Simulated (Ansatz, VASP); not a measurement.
## One calculation of Au, two programs

```
Au
1.0
     3.03481    0.00000    0.00000
    -1.51740    2.62822    0.00000
     0.00000    0.00000    4.86472
Au
2
Direct
  0.33333 0.66667 0.75000
  0.66667 0.33333 0.25000
```

Change from the starting cell: strain +0.050 along x and y, +0.000 along z, atoms carried along.

Alike in both runs: task single point; functional r2SCAN; k mesh 24 × 24 × 12; occupations gaussian, width 0.15 eV; no spin polarisation.

|  | VASP | Ansatz |
| --- | --- | --- |
| version | VASP 6.6.1 | Ansatz 0.2.0 |
| potentials or method | VASP PAW PBE potentials, release 64 (Au), cutoff 520 eV | scalar-relativistic, plane waves, PAW |
| valence electrons in the cell | 22 | 38 |

```tsv
	VASP	Ansatz	Ansatz less VASP
gap on the k mesh at the Fermi level (eV)	none	none	-
pressure (GPa)	-11.0	-11.1	-0.10
traceless stress, the component that is largest in VASP (GPa)	1.31	1.30	-0.012
```

VASP's potentials were made for PBE, not for r2SCAN. A gap of «none» marks a metal or a gap that the smearing closes. VASP's potentials hold 22 valence electrons a cell and Ansatz's 38, so a difference there can come from the potentials and not from the codes.

Neither program's run includes spin-orbit coupling.
